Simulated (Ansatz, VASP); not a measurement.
**Two plane-wave programs on Al**

```
Al
1.0
     0.00000   -2.02398   -2.02398
    -2.02398    0.00000   -2.02398
     2.02398    2.02398   -4.04796
Al
2
Direct
  0.52269 0.52269 0.49999
  0.97731 0.97731 0.00001
```

Change from the starting cell: mode 4 (135.7 1/cm) frozen in, largest displacement +0.113 Å.

Alike in both runs: task single point; functional PBEsol; k mesh 18 × 18 × 20; occupations gaussian, width 0.15 eV; no spin polarisation.

|  | VASP | Ansatz |
| --- | --- | --- |
| version | VASP 6.6.1 | Ansatz 0.2.0 |
| potentials or method | VASP PAW PBE potentials, release 64 (Al), cutoff 520 eV | scalar-relativistic, plane waves, PAW |
| valence electrons in the cell | 6 | 6 |

|  | VASP | Ansatz | Ansatz less VASP |
| --- | --- | --- | --- |
| gap on the k mesh at the Fermi level (eV) | none | none | - |
| pressure (GPa) | -1.4 | -1.5 | -0.06 |
| traceless stress, the component that is largest in VASP (GPa) | -0.53 | -0.52 | +0.004 |
| rms of the force components (eV/Å) | 0.117 | 0.116 | -0.0007 |

VASP's potentials were made for PBE, not for PBEsol. Atom by atom the forces differ by 0.001 eV/Å (rms over components). A gap of «none» marks a metal or a gap that the smearing closes.
